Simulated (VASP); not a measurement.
A run of VASP 6.6.1 is set up as follows.

File INCAR:

```
ALGO = Normal
EDIFF = 1E-6
ENCUT = 520
GGA = PE
ISIF = 2
ISMEAR = 0
LASPH = True
LCHARG = False
LREAL = False
LWAVE = False
NBANDS = 42
NELM = 60
PREC = Accurate
SIGMA = 0.15
```

File KPOINTS:

```
k-points
0
Gamma
  3 3 1
```

Contents of POSCAR:

```
AgSn2SeI3
1.0
    4.6696178690      0.0000000000      0.0000000000
   -2.3348089345      4.0440077005      0.0000000000
    0.0000000000      0.0000000000     15.9086407033
Ag Sn Se I
1 2 1 3
Direct
    0.6666666667      0.3333333333      0.5000000000
    0.0000000000      0.0000000000      0.2917700741
    0.0000000000      0.0000000000      0.7082299259
    0.6666666667      0.3333333333      0.0000000000
    0.6666666667      0.3333333333      0.1713308514
    0.6666666667      0.3333333333      0.8286691486
    0.0000000000      0.0000000000      0.5000000000
```

Potentials or basis: VASP PAW PBE potentials, release 64 (Ag, Sn_d, Se, I).

Launch:

```bash
$ cat potpaw_PBE.64/Ag/POTCAR potpaw_PBE.64/Sn_d/POTCAR potpaw_PBE.64/Se/POTCAR potpaw_PBE.64/I/POTCAR > POTCAR
$ mpirun -np 1 vasp_std > vasp.out
```

**Question.** Predict the band gap on the k mesh.

**Answer.** 0.05 eV, indirect (least direct gap 0.54 eV).

**Question.** What does it give for the pressure?

**Answer.** -0.3 GPa.

Forces on the atoms (eV/Å):
```
Ag   0.000  0.000  0.000
Sn   0.000  0.000 -0.065
Sn   0.000  0.000  0.065
Se   0.000  0.000  0.000
I    0.000  0.000  0.032
I    0.000  0.000 -0.032
I    0.000  0.000  0.000
```

Caveat: the k points lie up to 0.52 Å⁻¹ apart; spin-orbit coupling is left out, which moves the levels of the heavy elements. A k mesh can miss the band edges.
